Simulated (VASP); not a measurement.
# PbO in VASP: a series of runs

The runs below take PbO through single point, with LDA.

Everything below comes from runs of VASP 6.6.1. Logs are shortened: lines on timing, memory, paths and dates and some standing lists are left out, and cuts for length are marked.

## 1. The cell of the first run

It takes space group C2/m (No. 12, monoclinic). The conventional cell has a = 5.649 Å, b = 5.593 Å, c = 5.022 Å, α = 90.00°, β = 90.81°, γ = 90.00°. Within 3.0 Å of Pb (site symmetry m) lie 4 O at 2.30 to 2.32 Å. O (site symmetry 2) has 4 Pb at 2.30 to 2.32 Å and 4 O at 2.80 to 2.82 Å within 3.0 Å.

## 2. Single point, LDA (equal xy, yz and zx shear strains of +1 %)

INCAR reads:

```
PREC = Accurate ; ENCUT = 520
EDIFF = 1E-6 ; ISMEAR = -1
SIGMA = 0.03 ; LREAL = F
LASPH = T ; NELM = 100
ALGO = Normal ; ISIF = 2
LWAVE = F ; LCHARG = F
NBANDS = 28
```

KPOINTS reads:

```
Automatic mesh
0
Gamma
  7 7 6
```

POSCAR reads:

```
PbO
1.0
    3.9744000000      0.0198720000      0.0198720000
    0.0198720000      3.9744000000      0.0198720000
    0.0251100000      0.0251100000      5.0220000000
Pb O
2 2
Direct
    0.0000000000      0.5000000000      0.2351000000
    0.5000000000      0.0000000000      0.7649000000
    0.0000000000      0.0000000000      0.0000000000
    0.5000000000      0.5000000000      0.0000000000
```

Potentials or basis: VASP PAW LDA potentials, release 64 (Pb_d, O).

Run with:

```console
$ cat potpaw_LDA.64/Pb_d/POTCAR potpaw_LDA.64/O/POTCAR > POTCAR
$ mpirun -np 1 vasp_std > vasp.out
```

OUTCAR:

```text
PREC = Accurate
   ENCUT = 520
   EDIFF = 1E-6
   ISMEAR = -1
   LREAL = F
   LASPH = T
   NELM = 100
   ISIF = 2

 ion  position               nearest neighbor table
   1  0.000  0.500  0.235-   3 2.30   4 2.30   3 2.32   4 2.32   2 3.66   2 3.66   2 3.66   2 3.71
                             2 3.85   2 3.86   2 3.86   2 3.91
   2  0.500  0.000  0.765-   4 2.30   3 2.30   3 2.32   4 2.32   1 3.66   1 3.66   1 3.66   1 3.71
                             1 3.85   1 3.86   1 3.86   1 3.91
   3  0.000  0.000  0.000-   2 2.30   1 2.30   1 2.32   2 2.32
   4  0.500  0.500  0.000-   2 2.30   1 2.30   2 2.32   1 2.32

  LATTYP: Found a base centered monoclinic cell.
 ALAT       =     5.6488934497
 B/A-ratio  =     0.9900252466
 C/A-ratio  =     0.8890458978
 COS(beta)  =    -0.0141062544

  Lattice vectors:

 A1 = (  -3.9744000000,  -0.0198720000,  -0.0198720000)
 A2 = (  -0.0198720000,  -3.9744000000,  -0.0198720000)
 A3 = (   0.0251100000,   0.0251100000,   5.0220000000)

Analysis of symmetry for initial positions (statically):
=====================================================================
 Subroutine PRICEL returns:
 Original cell was already a primitive cell.

 Routine SETGRP: Setting up the symmetry group for a
 base centered monoclinic supercell.

 Subroutine GETGRP returns: Found  4 space group operations
 (whereof  2 operations were pure point group operations)
 out of a pool of  4 trial point group operations.

The static configuration has the point symmetry C_2 .
 The point group associated with its full space group is C_2h.

Analysis of symmetry for dynamics (positions and initial velocities):
=====================================================================
 Subroutine PRICEL returns:
 Original cell was already a primitive cell.

 Routine SETGRP: Setting up the symmetry group for a
 base centered monoclinic supercell.

 Subroutine GETGRP returns: Found  4 space group operations
 (whereof  2 operations were pure point group operations)
 out of a pool of  4 trial point group operations.

The dynamic configuration has the point symmetry C_2 .
 The point group associated with its full space group is C_2h.

 Subroutine INISYM returns: Found  4 space group operations
 (whereof  2 operations are pure point group operations),
 and found     1 'primitive' translations

----------------------------------------------------------------------------------------

                                     Primitive cell

  volume of cell :      79.3209

  direct lattice vectors                    reciprocal lattice vectors
     3.974400000  0.019872000  0.019872000     0.251622825 -0.001251855 -0.001251855
     0.019872000  3.974400000  0.019872000    -0.001251855  0.251622825 -0.001251855
     0.025110000  0.025110000  5.022000000    -0.000990715 -0.000990715  0.199133762

  length of vectors
     3.974499359  3.974499359  5.022125548     0.251629053  0.251629053  0.199138691

  position of ions in fractional coordinates (direct lattice)
     1.000000000  0.500000000  0.235100000
     0.500000000  1.000000000  0.764900000
     0.000000000  0.000000000  0.000000000
     0.500000000  0.500000000  0.000000000

  ion indices of the primitive-cell ions
   primitive index   ion index
                 1           1
                 2           2
                 3           3
                 4           4

----------------------------------------------------------------------------------------

 KPOINTS: Automatic mesh

Automatic generation of k-mesh.
 Grid dimensions read from file:
 generate k-points for:    7    7    6

 Generating k-lattice:

  Cartesian coordinates                     Fractional coordinates (reciprocal lattice)
     0.035946118 -0.000178836 -0.000178836     0.142857143 -0.000000000 -0.000000000
    -0.000178836  0.035946118 -0.000178836    -0.000000000  0.142857143 -0.000000000
    -0.000165119 -0.000165119  0.033188960    -0.000000000 -0.000000000  0.166666667

  Length of vectors
     0.035947008  0.035947008  0.033189782

  Shift w.r.t. Gamma in fractional coordinates (k-lattice)
     0.000000000  0.000000000  0.000000000

 Subroutine IBZKPT returns following result:
 ===========================================

 Found     88 irreducible k-points:

 Following reciprocal coordinates:
            Coordinates               Weight
  0.000000  0.000000  0.000000      1.000000
  0.142857  0.000000  0.000000      4.000000
  0.285714  0.000000 -0.000000      4.000000
  0.428571  0.000000  0.000000      4.000000
  0.142857  0.142857  0.000000      2.000000
  0.285714  0.142857 -0.000000      4.000000
[... 16 lines left out ...]
 -0.142857  0.000000  0.166667      4.000000
  0.142857  0.142857  0.166667      2.000000
 [... further k-points ...]
   k-points           NKPTS =     88   k-points in BZ     NKDIM =     88   number of bands    NBANDS=     28
   number of dos      NEDOS =    301   number of ions     NIONS =      4
   total plane-waves  NPLWV =  36000
   dimension x,y,z NGX =    30 NGY =   30 NGZ =   40
   dimension x,y,z NGXF=    60 NGYF=   60 NGZF=   80
   ions per type =               2   2
   NGX,Y,Z   is equivalent  to a cutoff of  12.55, 12.55, 13.24 a.u.
   NGXF,Y,Z  is equivalent  to a cutoff of  25.10, 25.10, 26.48 a.u.
 SYSTEM =  unknown system
   PREC   = accura    normal or accurate (medium, high low for compatibility)
   ISTART =      0    job   : 0-new  1-cont  2-samecut
   ICHARG =      2    charge: 1-file 2-atom 10-const
   ISPIN  =      1    spin polarized calculation?
   LNONCOLLINEAR =      F non collinear calculations
   LSORBIT =      F    spin-orbit coupling
   LASPH  =      T    aspherical Exc in radial PAW
   ENCUT  =  520.0 eV  38.22 Ry    6.18 a.u.   7.39  7.39  9.34*2*pi/ulx,y,z
   NELM   =    100;   NELMIN=  2; NELMDL= -5     # of ELM steps
   EDIFF  = 0.1E-05   stopping-criterion for ELM
   LREAL  =      F    real-space projection
   EDIFFG = 0.1E-04   stopping-criterion for IOM
   NSW    =      0    number of steps for IOM
   IBRION =     -1    ionic relax: 0-MD 1-quasi-New 2-CG
   NFREE  =      0    steps in history (QN), initial steepest desc. (CG)
   ISIF   =      2    stress and relaxation
   ISYM   =      2    0-nonsym 1-usesym 2-fastsym
   POTIM  = 0.5000    time-step for ionic-motion
   TEBEG  =    0.0;   TEEND  =   0.0 temperature during run
   PSTRESS=    0.0 pullay stress
   NELECT =      40.0000    total number of electrons
   NUPDOWN=      -1.0000    fix difference up-down
   EMIN   =  10.00;   EMAX   =-10.00  energy-range for DOS
   EFERMI =   0.00;   METHOD = LEGACY
   ISMEAR =    -1;   SIGMA  =   0.03  broadening in eV -4-tet -1-fermi 0-gaus
   EFERMI_NEDOS =   21; number of points for ismear=-14 and -15
   IALGO  =     38    algorithm
   IMIX   =      4    mixing-type and parameters
     AMIX     =   0.40;   BMIX     =  1.00
     AMIX_MAG =   1.60;   BMIX_MAG =  1.00
  volume/ion in A,a.u.               =      19.83       133.82
  Fermi-wavevector in a.u.,A,eV,Ry     =   1.303064  2.462434 23.102358  1.697975
  Thomas-Fermi vector in A             =   2.434091
   LORBIT       =      0    0 simple, 1 ext, 2 COOP (PROOUT), +10 PAW based schemes
   GGA     = CA    functional components
   LHFCALC =     F    Hartree Fock is set to
   AEXX    =    0.0000 exact exchange contribution
   IVDW    =     0    specifies the selected vdW correction
   LEPSILON=     F    determine dielectric tensor
   LRPA    =     F    only Hartree local field effects (RPA)
 non-spin polarized calculation
  energy-cutoff  :      520.00
  volume of cell :       79.32
 maximum number of plane-waves:      2174
 NGX is ok and might be reduce to    30
   NGX = 15   NGY = 15   NGZ = 19

 number of electron      39.9999997 magnetization

 Free energy of the ion-electron system (eV)
  ---------------------------------------------------
  ext. energy  EPLUGINS =         0.00000000
  ---------------------------------------------------
  free energy    TOTEN  =       -24.39017104 eV

  energy without entropy =      -24.39017104  energy(sigma->0) =      -24.39017104

 E-fermi :   5.5074     XC(G=0): -10.2997

 val. band max:        4.8509480617   @ k =   0.1429   0.0000   0.0000
 cond. band min:       6.2804464891   @ k =  -0.4286   0.4286   0.0000
 fundamental gap:      1.4294984274
 Fermi energy:         5.5073616465

 k-point     1 :       0.0000    0.0000    0.0000
  band No.  band energies     occupation
      1     -13.3680      2.00000
      2     -12.8468      2.00000
      3     -11.1141      2.00000
      4     -11.1016      2.00000
      5     -11.0369      2.00000
      6     -11.0247      2.00000
[... 20 lines left out ...]
     27      12.3346      0.00000
     28      12.8712      0.00000

 k-point     2 :       0.1429    0.0000    0.0000
  band No.  band energies     occupation
      1     -13.3235      2.00000
      2     -12.8593      2.00000
      3     -11.1023      2.00000
      4     -11.0906      2.00000
      5     -11.0212      2.00000
      6     -11.0120      2.00000
[... 20 lines left out ...]
     27      12.5924      0.00000
     28      14.1301      0.00000

 k-point     3 :       0.2857    0.0000   -0.0000
  band No.  band energies     occupation
      1     -13.2138      2.00000
      2     -12.9021      2.00000
      3     -11.0722      2.00000
      4     -11.0590      2.00000
      5     -10.9840      2.00000
      6     -10.9762      2.00000
[... 20 lines left out ...]
     27      12.9338      0.00000
     28      16.1542      0.00000

 k-point     4 :       0.4286    0.0000    0.0000
  band No.  band energies     occupation
      1     -13.0879      2.00000
      2     -12.9797      2.00000
      3     -11.0341      2.00000
      4     -11.0189      2.00000
      5     -10.9960      2.00000
      6     -10.9871      2.00000
[... 578 lines left out ...]
     27      13.1837      0.00000
     28      15.9812      0.00000

 k-point    23 :      -0.1429    0.0000    0.1667
  band No.  band energies     occupation
      1     -13.3185      2.00000
      2     -12.8559      2.00000
      3     -11.0935      2.00000
      4     -11.0814      2.00000
      5     -11.0191      2.00000
      6     -11.0108      2.00000
[... 20 lines left out ...]
     27      12.6540      0.00000
     28      14.1324      0.00000

 k-point    24 :       0.1429    0.1429    0.1667
  band No.  band energies     occupation
      1     -13.2837      2.00000
      2     -12.8657      2.00000
      3     -11.0950      2.00000
      4     -11.0628      2.00000
      5     -11.0078      2.00000
      6     -11.0009      2.00000
[... 20 lines left out ...]
     27      13.4103      0.00000
     28      14.5937      0.00000

 [... further k-points ...]

------------------------ aborting loop because EDIFF is reached ----------------------------------------

  FORCE on cell =-STRESS in cart. coord.  units (eV):
  Direction    XX          YY          ZZ          XY          YZ          ZX
  --------------------------------------------------------------------------------------
  -------------------------------------------------------------------------------------
  Total       -0.8653653     -0.8653653     -0.6304544     -0.2937246     -0.2084624     -0.2084624
  in kB      -17.4792454    -17.4792454    -12.7343518     -5.9328517     -4.2106670     -4.2106671
  external PRESSURE =     -15.8976142 kB  Pullay stress =       0.0000000 kB

 VOLUME and BASIS-vectors are now :
 -----------------------------------------------------------------------------
  energy-cutoff  :      520.00
  volume of cell :       79.32
      direct lattice vectors                 reciprocal lattice vectors
     3.974400000  0.019872000  0.019872000     0.251622825 -0.001251855 -0.001251855
     0.019872000  3.974400000  0.019872000    -0.001251855  0.251622825 -0.001251855
     0.025110000  0.025110000  5.022000000    -0.000990715 -0.000990715  0.199133762

 POSITION                                       TOTAL-FORCE (eV/Angst)
 -----------------------------------------------------------------------------------
      0.01584      1.99310      1.19061        -0.062668     -0.062668     -0.090051
      2.00641      0.02914      3.85126         0.062668      0.062668      0.090051
      0.00000      0.00000      0.00000        -0.037453      0.037453      0.000000
      1.99714      1.99714      0.01987         0.037453     -0.037453     -0.000000
 -----------------------------------------------------------------------------------
    total drift:                               -0.000000      0.000000     -0.000000

  FREE ENERGIE OF THE ION-ELECTRON SYSTEM (eV)
  ---------------------------------------------------
  free  energy   TOTEN  =       -24.3901710423 eV

  energy  without entropy=      -24.3901710423  energy(sigma->0) =      -24.39017104
```

Wall time 5.6 min (1 thread of AMD EPYC 7R43 (Zen 3), shared host); peak memory 0.24 GiB.

Results:

```yaml
Free_energy: -24.3902 eV
Pressure: -1.6 GPa
Largest_force: 0.126 eV/Å
Band_gap_on_the_k_mesh: 1.43 eV (least direct gap 2.22 eV)
```

Forces on the atoms (eV/Å):
```
Pb  -0.063 -0.063 -0.090
Pb   0.063  0.063  0.090
O   -0.037  0.037  0.000
O    0.037 -0.037  0.000
```

Levels at points of the mesh, in eV from the valence-band top:
```tsv
k point	band 16	band 17	band 18	band 19	band 20	band 21	band 22	band 23	band 24	band 25
(0.00, 0.00, 0.00)	-4.37	-1.78	-1.74	-1.66	-0.01	2.30	5.27	5.60	5.67	6.47
(0.00, 0.00, 0.50)	-4.20	-1.81	-1.78	-1.69	-0.95	1.79	3.93	3.99	4.21	8.57
```

Caveat: the cell differs from its parent crystal (equal xy, yz and zx shear strains of +1 %); spin-orbit coupling is left out, which moves the levels of the heavy elements; an odd mesh through Γ misses points on the zone boundary, where band edges can lie.

## 3. Single point, LDA (equal xy, yz and zx shear strains of +2 %)

INCAR reads:

```
SYSTEM = PbO
ALGO = Normal ; EDIFF = 1E-6
ENCUT = 520 ; ISIF = 2
ISMEAR = -1 ; LASPH = .True.
LCHARG = .False. ; LREAL = .False.
LWAVE = .False. ; NBANDS = 28
NELM = 100 ; PREC = Accurate
SIGMA = 0.03
```

KPOINTS reads:

```
k-points
0
Gamma
  7 7 6
  0 0 0
```

POSCAR reads:

```
PbO
1.0
    3.9744000000      0.0397440000      0.0397440000
    0.0397440000      3.9744000000      0.0397440000
    0.0502200000      0.0502200000      5.0220000000
Pb O
2 2
Direct
    0.0000000000      0.5000000000      0.2351000000
    0.5000000000      0.0000000000      0.7649000000
    0.0000000000      0.0000000000      0.0000000000
    0.5000000000      0.5000000000      0.0000000000
```

Potentials or basis: VASP PAW LDA potentials, release 64 (Pb_d, O).

Run with:

```console
$ cat potpaw_LDA.64/Pb_d/POTCAR potpaw_LDA.64/O/POTCAR > POTCAR
$ mpirun -np 1 vasp_std > vasp.out
```

Run time: 4.7 min. Hardware: 1 thread of AMD EPYC 7R43 (Zen 3), shared host; peak memory 0.24 GiB.

The run converged. Its results:

```yaml
Free_energy: -24.3798 eV
Pressure: -1.5 GPa
Largest_force: 0.193 eV/Å
Band_gap_on_the_k_mesh: 1.40 eV (least direct gap 2.22 eV)
```

Forces on the atoms (eV/Å):
```
Pb  -0.124 -0.124 -0.080
Pb   0.124  0.124  0.080
O   -0.075  0.075  0.000
O    0.075 -0.075  0.000
```

Stress tensor (GPa, compression positive):
```
-1.67 -1.18 -0.84
-1.18 -1.67 -0.84
-0.84 -0.84 -1.22
```

Levels at points of the mesh, in eV from the valence-band top:
| k point | band 17 | band 18 | band 19 | band 20 | band 21 | band 22 | band 23 | band 24 |
| --- | --- | --- | --- | --- | --- | --- | --- | --- |
| (0.00, 0.00, 0.00) | -1.84 | -1.74 | -1.61 | -0.01 | 2.29 | 5.26 | 5.58 | 5.69 |
| (0.00, 0.00, 0.50) | -1.87 | -1.78 | -1.64 | -0.95 | 1.79 | 3.90 | 4.03 | 4.21 |

Caveat: the cell differs from its parent crystal (equal xy, yz and zx shear strains of +2 %); spin-orbit coupling is left out, which moves the levels of the heavy elements; an odd mesh through Γ misses points on the zone boundary, where band edges can lie.

## 4. Single point, LDA (19.04 Å³/atom)

This run uses another cell than the first one, of 19.04 Å³/atom.

INCAR reads:

```
SYSTEM = PbO
ALGO     = Normal         ! electronic algorithm
EDIFF    = 1E-6           ! SCF threshold, eV
ENCUT    = 520            ! plane-wave cutoff, eV
ISIF     = 2              ! what is computed and relaxed
ISMEAR   = -1             ! smearing method
LASPH    = .True.         ! aspherical terms in the spheres
LCHARG   = .False.        ! write CHGCAR
LREAL    = .False.        ! projectors in reciprocal space
LWAVE    = .False.        ! write WAVECAR
NBANDS   = 28             ! bands
NELM     = 100            ! most SCF steps
PREC     = Accurate       ! precision mode
SIGMA    = 0.03           ! smearing width, eV
```

KPOINTS is that of step 3.

POSCAR reads:

```
PbO
1.0
    3.9206853073      0.0000000000      0.0000000000
    0.0000000000      3.9206853073      0.0000000000
    0.0000000000      0.0000000000      4.9541268149
Pb O
2 2
Direct
    0.0000000000      0.5000000000      0.2351000000
    0.5000000000      0.0000000000      0.7649000000
    0.0000000000      0.0000000000      0.0000000000
    0.5000000000      0.5000000000      0.0000000000
```

Run with:

```console
$ cat potpaw_LDA.64/Pb_d/POTCAR potpaw_LDA.64/O/POTCAR > POTCAR
$ mpirun -np 1 vasp_std > vasp.out
```

Run time: 2 min. Hardware: 1 thread of Intel Xeon 8259CL, shared host; peak memory 0.2 GiB.

It converged, with:

| Item | Value |
| --- | --- |
| Free energy | -24.3871 eV |
| Pressure | 2.1 GPa |
| Largest force | 0.496 eV/Å |
| Band gap on the k mesh | 1.38 eV (least direct gap 2.27 eV) |

Forces in eV/Å, atoms in the order of the input:
```
Pb   0.000  0.000  0.496
Pb   0.000  0.000 -0.496
O    0.000  0.000  0.000
O    0.000  0.000  0.000
```

Stress tensor (GPa, compression positive):
```
2.18 0.00 0.00
0.00 2.18 0.00
0.00 0.00 1.95
```

Levels at points of the mesh, in eV from the valence-band top:
```tsv
k point	band 17	band 18	band 19	band 20	band 21	band 22	band 23	band 24
(0.00, 0.00, 0.00)	-1.95	-1.95	-1.94	-0.02	2.38	5.30	5.72	5.72
(0.00, 0.00, 0.50)	-1.98	-1.98	-1.98	-1.10	1.78	3.95	3.95	4.25
```

Caveat: spin-orbit coupling is left out, which moves the levels of the heavy elements; an odd mesh through Γ misses points on the zone boundary, where band edges can lie.

(Part 1 of 2 ends here.)
